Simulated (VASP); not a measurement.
# PtS2 (P-3m1) in VASP: settings compared

The runs below take PtS2 through single point, with r2SCAN, LDA, r2SCAN+rVV10.

Program: VASP 6.6.1. These are calculated values, not measurements. Logs are shortened: lines on timing, memory, paths and dates and some standing lists are left out, and cuts for length are marked.

**1. The cell of the first run**

It takes space group P-3m1 (No. 164, trigonal). Conventional cell: a = 3.553 Å, b = 3.553 Å, c = 5.123 Å, α = 90.00°, β = 90.00°, γ = 120.00°. Within 3.2 Å of Pt (site symmetry -3m) lie 6 S at 2.39 Å. Within 3.2 Å of S (site symmetry 3m) lie 3 Pt at 2.39 Å and 3 S at 3.20 Å.

**2. Single point, r2SCAN**

The input, POSCAR:

```
PtS2
1.0
    3.5526415803      0.0000000000      0.0000000000
   -1.7763207902      3.0766778591      0.0000000000
    0.0000000000      0.0000000000      5.1227110450
Pt S
1 2
Direct
    0.0000000000      0.0000000000      0.0000000000
    0.3333333333      0.6666666667      0.2392599773
    0.6666666667      0.3333333333      0.7607400227
```

The input, INCAR.step1:

```
SYSTEM = PtS2
  PREC = Accurate
  ENCUT = 520
  ISMEAR = 0
  SIGMA = 0.01
  LREAL = .False.
  LASPH = .True.
  NELM = 80
  NBANDS = 18
  GGA = PE
  ALGO = Normal
  EDIFF = 1E-4
  LWAVE = .True.
  LCHARG = .False.
```

The input, INCAR.step2:

```
SYSTEM = PtS2
  PREC = Accurate
  ENCUT = 520
  EDIFF = 1E-7
  ISMEAR = 0
  SIGMA = 0.01
  LREAL = .False.
  LASPH = .True.
  NELM = 80
  ALGO = Normal
  ISIF = 2
  LWAVE = .False.
  LCHARG = .False.
  METAGGA = R2SCAN
  LMIXTAU = .True.
  NBANDS = 18
  ISTART = 1
```

The input, KPOINTS:

```
Automatic mesh
0
Gamma
  3 3 3
  0 0 0
```

Potentials or basis: VASP PAW PBE potentials, release 64 (Pt, S).

Run with:

```console
> cat potpaw_PBE.64/Pt/POTCAR potpaw_PBE.64/S/POTCAR > POTCAR
> cp INCAR.step1 INCAR
> mpirun -np 1 vasp_std > vasp.out
> cp INCAR.step2 INCAR
> mpirun -np 1 vasp_std > vasp.out
```

OUTCAR:

```text
SYSTEM = PtS2
   PREC = Accurate
   ENCUT = 520
   EDIFF = 1E-7
   ISMEAR = 0
   LREAL = .False.
   LASPH = .True.
   NELM = 80
   ISIF = 2
   METAGGA = R2SCAN
   ISTART = 1

 ion  position               nearest neighbor table
   1  0.000  0.000  0.000-   2 2.39   3 2.39   3 2.39   2 2.39   3 2.39   2 2.39
   2  0.333  0.667  0.239-   1 2.39   1 2.39   1 2.39
   3  0.667  0.333  0.761-   1 2.39   1 2.39   1 2.39

  LATTYP: Found a hexagonal cell.
 ALAT       =     3.5526415803
 C/A-ratio  =     1.4419442348

  Lattice vectors:

 A1 = (   3.5526415803,   0.0000000000,   0.0000000000)
 A2 = (  -1.7763207902,   3.0766778591,   0.0000000000)
 A3 = (   0.0000000000,   0.0000000000,   5.1227110450)

Analysis of symmetry for initial positions (statically):
=====================================================================
 Subroutine PRICEL returns:
 Original cell was already a primitive cell.

 Routine SETGRP: Setting up the symmetry group for a
 hexagonal supercell.

 Subroutine GETGRP returns: Found 12 space group operations
 (whereof 12 operations were pure point group operations)
 out of a pool of 24 trial point group operations.

The static configuration has the point symmetry D_3d.

Analysis of symmetry for dynamics (positions and initial velocities):
=====================================================================
 Subroutine PRICEL returns:
 Original cell was already a primitive cell.

 Routine SETGRP: Setting up the symmetry group for a
 hexagonal supercell.

 Subroutine GETGRP returns: Found 12 space group operations
 (whereof 12 operations were pure point group operations)
 out of a pool of 24 trial point group operations.

The dynamic configuration has the point symmetry D_3d.

 Subroutine INISYM returns: Found 12 space group operations
 (whereof 12 operations are pure point group operations),
 and found     1 'primitive' translations

----------------------------------------------------------------------------------------

                                     Primitive cell

  volume of cell :      55.9929

  direct lattice vectors                    reciprocal lattice vectors
     3.552641580  0.000000000  0.000000000     0.281480689  0.162512952  0.000000000
    -1.776320790  3.076677859  0.000000000     0.000000000  0.325025903  0.000000000
     0.000000000  0.000000000  5.122711045     0.000000000  0.000000000  0.195209137

  length of vectors
     3.552641580  3.552641580  5.122711045     0.325025903  0.325025903  0.195209137

  position of ions in fractional coordinates (direct lattice)
     0.000000000  0.000000000  0.000000000
     0.333333333  0.666666667  0.239259977
     0.666666667  0.333333333  0.760740023

  ion indices of the primitive-cell ions
   primitive index   ion index
                 1           1
                 2           2
                 3           3

----------------------------------------------------------------------------------------

 KPOINTS: Automatic mesh

Automatic generation of k-mesh.
 Grid dimensions read from file:
 generate k-points for:    3    3    3

 Generating k-lattice:

  Cartesian coordinates                     Fractional coordinates (reciprocal lattice)
     0.093826896  0.054170984  0.000000000     0.333333333  0.000000000  0.000000000
     0.000000000  0.108341968  0.000000000     0.000000000  0.333333333  0.000000000
     0.000000000  0.000000000  0.065069712     0.000000000  0.000000000  0.333333333

  Length of vectors
     0.108341968  0.108341968  0.065069712

  Shift w.r.t. Gamma in fractional coordinates (k-lattice)
     0.000000000  0.000000000  0.000000000

 Subroutine IBZKPT returns following result:
 ===========================================

 Found      7 irreducible k-points:

 Following reciprocal coordinates:
            Coordinates               Weight
  0.000000  0.000000  0.000000      1.000000
  0.333333 -0.000000  0.000000      6.000000
  0.333333  0.333333  0.000000      2.000000
  0.000000  0.000000  0.333333      2.000000
  0.333333 -0.000000  0.333333      6.000000
  0.000000  0.333333  0.333333      6.000000
  0.333333  0.333333  0.333333      4.000000
   k-points           NKPTS =      7   k-points in BZ     NKDIM =      7   number of bands    NBANDS=     18
   number of dos      NEDOS =    301   number of ions     NIONS =      3
   total plane-waves  NPLWV =  31360
   dimension x,y,z NGX =    28 NGY =   28 NGZ =   40
   dimension x,y,z NGXF=    56 NGYF=   56 NGZF=   80
   ions per type =               1   2
   NGX,Y,Z   is equivalent  to a cutoff of  13.10, 13.10, 12.98 a.u.
   NGXF,Y,Z  is equivalent  to a cutoff of  26.21, 26.21, 25.96 a.u.
 SYSTEM =  PtS2
   PREC   = accura    normal or accurate (medium, high low for compatibility)
   ISTART =      1    job   : 0-new  1-cont  2-samecut
   ICHARG =      0    charge: 1-file 2-atom 10-const
   ISPIN  =      1    spin polarized calculation?
   LNONCOLLINEAR =      F non collinear calculations
   LSORBIT =      F    spin-orbit coupling
   LASPH  =      T    aspherical Exc in radial PAW
   ENCUT  =  520.0 eV  38.22 Ry    6.18 a.u.   6.61  6.61  9.52*2*pi/ulx,y,z
   NELM   =     80;   NELMIN=  2; NELMDL=  0     # of ELM steps
   EDIFF  = 0.1E-06   stopping-criterion for ELM
   LREAL  =      F    real-space projection
   EDIFFG = 0.1E-05   stopping-criterion for IOM
   NSW    =      0    number of steps for IOM
   IBRION =     -1    ionic relax: 0-MD 1-quasi-New 2-CG
   NFREE  =      0    steps in history (QN), initial steepest desc. (CG)
   ISIF   =      2    stress and relaxation
   ISYM   =      2    0-nonsym 1-usesym 2-fastsym
   POTIM  = 0.5000    time-step for ionic-motion
   TEBEG  =    0.0;   TEEND  =   0.0 temperature during run
   PSTRESS=    0.0 pullay stress
   NELECT =      22.0000    total number of electrons
   NUPDOWN=      -1.0000    fix difference up-down
   EMIN   =  10.00;   EMAX   =-10.00  energy-range for DOS
   EFERMI =   0.00;   METHOD = LEGACY
   ISMEAR =     0;   SIGMA  =   0.01  broadening in eV -4-tet -1-fermi 0-gaus
   EFERMI_NEDOS =   21; number of points for ismear=-14 and -15
   IALGO  =     38    algorithm
   IMIX   =      4    mixing-type and parameters
     AMIX     =   0.40;   BMIX     =  1.00
     AMIX_MAG =   1.60;   BMIX_MAG =  1.00
  volume/ion in A,a.u.               =      18.66       125.95
  Fermi-wavevector in a.u.,A,eV,Ry     =   1.199052  2.265879 19.561441  1.437725
  Thomas-Fermi vector in A             =   2.334925
   LORBIT       =      0    0 simple, 1 ext, 2 COOP (PROOUT), +10 PAW based schemes
   METAGGA = R2SCAN    functional components
   LHFCALC =     F    Hartree Fock is set to
   AEXX    =    0.0000 exact exchange contribution
   IVDW    =     0    specifies the selected vdW correction
   LEPSILON=     F    determine dielectric tensor
   LRPA    =     F    only Hartree local field effects (RPA)
 non-spin polarized calculation
 Gauss-broadening in eV      SIGMA  =   0.01
  energy-cutoff  :      520.00
  volume of cell :       55.99
 maximum number of plane-waves:      1531
 NGX is ok and might be reduce to    28
   NGX = 13   NGY = 13   NGZ = 19

 number of electron      21.9999996 magnetization

 Free energy of the ion-electron system (eV)
  ---------------------------------------------------
  ext. energy  EPLUGINS =         0.00000000
  ---------------------------------------------------
  free energy    TOTEN  =       -68.91261183 eV

  energy without entropy =      -68.91261183  energy(sigma->0) =      -68.91261183

 E-fermi :   6.2850     XC(G=0): -11.2148

 val. band max:        6.2055365702   @ k =   0.0000   0.0000   0.0000
 cond. band min:       7.2020457207   @ k =   0.3333   0.3333   0.0000
 fundamental gap:      0.9965091505
 Fermi energy:         6.2849886301

 k-point     1 :       0.0000    0.0000    0.0000
  band No.  band energies     occupation
      1      -9.5492      2.00000
      2      -6.6404      2.00000
      3      -0.8276      2.00000
      4      -0.4774      2.00000
      5      -0.4774      2.00000
      6       2.3222      2.00000
[... 10 lines left out ...]
     17      14.7880      0.00000
     18      19.3145      0.00000

 k-point     2 :       0.3333   -0.0000    0.0000
  band No.  band energies     occupation
      1      -8.3138      2.00000
      2      -7.1196      2.00000
      3      -0.3978      2.00000
      4       0.1180      2.00000
      5       0.6119      2.00000
      6       0.8584      2.00000
[... 10 lines left out ...]
     17      15.5456      0.00000
     18      16.3521      0.00000

 k-point     3 :       0.3333    0.3333    0.0000
  band No.  band energies     occupation
      1      -7.3766      2.00000
      2      -7.3766      2.00000
      3      -0.4793      2.00000
      4       0.0101      2.00000
      5       0.0101      2.00000
      6       1.6235      2.00000
[... 10 lines left out ...]
     17      16.1289      0.00000
     18      17.5538      0.00000

 k-point     4 :       0.0000    0.0000    0.3333
  band No.  band energies     occupation
      1      -9.2905      2.00000
      2      -7.2232      2.00000
      3      -0.4580      2.00000
      4      -0.4580      2.00000
      5       0.1327      2.00000
      6       2.3058      2.00000
[... 10 lines left out ...]
     17      14.5635      0.00000
     18      17.3342      0.00000

 k-point     5 :       0.3333   -0.0000    0.3333
  band No.  band energies     occupation
      1      -8.0611      2.00000
      2      -7.4242      2.00000
      3      -0.5308      2.00000
      4       0.0971      2.00000
      5       0.3143      2.00000
      6       1.4078      2.00000
[... 10 lines left out ...]
     17      16.3417      0.00000
     18      16.5189      0.00000

 k-point     6 :       0.0000    0.3333    0.3333
  band No.  band energies     occupation
      1      -8.1844      2.00000
      2      -7.2406      2.00000
      3      -0.8024      2.00000
      4       0.0402      2.00000
      5       0.1432      2.00000
      6       1.5086      2.00000
[... 10 lines left out ...]
     17      16.7786      0.00000
     18      17.7256      0.00000

 k-point     7 :       0.3333    0.3333    0.3333
  band No.  band energies     occupation
      1      -7.3670      2.00000
      2      -7.3670      2.00000
      3      -0.1915      2.00000
      4      -0.1357      2.00000
      5      -0.1357      2.00000
      6       1.7821      2.00000
[... 10 lines left out ...]
     17      15.1373      0.00000
     18      17.4623      0.00000

------------------------ aborting loop because EDIFF is reached ----------------------------------------

  FORCE on cell =-STRESS in cart. coord.  units (eV):
  Direction    XX          YY          ZZ          XY          YZ          ZX
  --------------------------------------------------------------------------------------
  -------------------------------------------------------------------------------------
  Total        0.2544781      0.2544781      0.4217967     -0.0000000      0.0000000     -0.0000000
  in kB        7.2816161      7.2816161     12.0692543     -0.0000000      0.0000000     -0.0000000
  external PRESSURE =       8.8774955 kB  Pullay stress =       0.0000000 kB

 VOLUME and BASIS-vectors are now :
 -----------------------------------------------------------------------------
  energy-cutoff  :      520.00
  volume of cell :       55.99
      direct lattice vectors                 reciprocal lattice vectors
     3.552641580  0.000000000  0.000000000     0.281480689  0.162512952  0.000000000
    -1.776320790  3.076677859  0.000000000     0.000000000  0.325025903  0.000000000
     0.000000000  0.000000000  5.122711045     0.000000000  0.000000000  0.195209137

 POSITION                                       TOTAL-FORCE (eV/Angst)
 -----------------------------------------------------------------------------------
      0.00000      0.00000      0.00000         0.000000      0.000000      0.000000
     -0.00000      2.05112      1.22566        -0.000000     -0.000000     -0.206399
      1.77632      1.02556      3.89705         0.000000      0.000000      0.206399
 -----------------------------------------------------------------------------------
    total drift:                                0.000000     -0.000000      0.000000

  FREE ENERGIE OF THE ION-ELECTRON SYSTEM (eV)
  ---------------------------------------------------
  free  energy   TOTEN  =       -68.9126118250 eV

  energy  without entropy=      -68.9126118250  energy(sigma->0) =      -68.91261183
```

It took 55 s on 1 thread of AMD EPYC 7R43 (Zen 3), shared host; peak memory 0.15 GiB.

What came out:

```yaml
Free_energy: -68.9126 eV
Pressure: 0.9 GPa
Largest_force: 0.206 eV/Å
Band_gap_on_the_k_mesh: 1.00 eV (least direct gap 1.61 eV)
```

Forces on the atoms (eV/Å):
```
Pt   0.000  0.000  0.000
S    0.000  0.000 -0.206
S    0.000  0.000  0.206
```

Stress tensor (GPa, compression positive):
```
0.73 0.00 0.00
0.00 0.73 0.00
0.00 0.00 1.21
```

Levels at points of the mesh, in eV from the valence-band top:
| k point | band 7 | band 8 | band 9 | band 10 | band 11 | band 12 | band 13 | band 14 | band 15 | band 16 |
| --- | --- | --- | --- | --- | --- | --- | --- | --- | --- | --- |
| (0.00, 0.00, 0.00) | -3.88 | -2.07 | -1.06 | -1.06 | 0.00 | 2.30 | 2.30 | 5.23 | 6.05 | 8.58 |

Caveat: the k points lie up to 0.68 Å⁻¹ apart; the PAW data sets were made with another functional, which shifts forces and pressure a little; spin-orbit coupling is left out, which moves the levels of the heavy elements; an odd mesh through Γ misses points on the zone boundary, where band edges can lie.

**3. Single point, LDA**

The input, INCAR:

```
ALGO = Normal ; EDIFF = 1E-6
ENCUT = 520 ; ISIF = 2
ISMEAR = 0 ; LASPH = T
LCHARG = F ; LREAL = F
LWAVE = F ; NBANDS = 18
NELM = 80 ; PREC = Accurate
SIGMA = 0.01
```

The input, KPOINTS:

```
k-points
0
Gamma
  6 6 4
```

POSCAR is that of step 2.

Potentials or basis: VASP PAW LDA potentials, release 64 (Pt, S).

Run with:

```console
> cat potpaw_LDA.64/Pt/POTCAR potpaw_LDA.64/S/POTCAR > POTCAR
> mpirun -np 1 vasp_std > vasp.out
```

Run time: 21 s. Hardware: 1 thread of AMD EPYC 7R43 (Zen 3), shared host; peak memory 0.13 GiB.

The run converged. Its results:

```yaml
Free_energy: -18.1450 eV
Pressure: -4.0 GPa
Largest_force: 0.338 eV/Å
Band_gap_on_the_k_mesh: 0.74 eV (least direct gap 1.33 eV)
```

Forces in eV/Å, atoms in the order of the input:
```
Pt   0.000  0.000  0.000
S    0.000  0.000 -0.338
S    0.000  0.000  0.338
```

Stress tensor (GPa, compression positive):
```
-3.83  0.00  0.00
 0.00 -3.83  0.00
 0.00  0.00 -4.47
```

Levels at points of the mesh, in eV from the valence-band top:
```tsv
k point	band 9	band 10	band 11	band 12	band 13	band 14
(0.00, 0.00, 0.00)	-1.01	-1.01	-0.01	2.10	2.10	4.61
(0.50, 0.00, 0.00)	-3.03	-2.94	-2.41	1.48	2.55	5.35
(0.00, 0.00, 0.50)	-1.25	-1.25	-1.08	2.63	2.63	5.43
(0.50, 0.00, 0.50)	-2.69	-2.67	-1.39	1.72	2.17	4.99
```

Caveat: the cell stands under tension; spin-orbit coupling is left out, which moves the levels of the heavy elements.

(Part 1 of 2 ends here.)
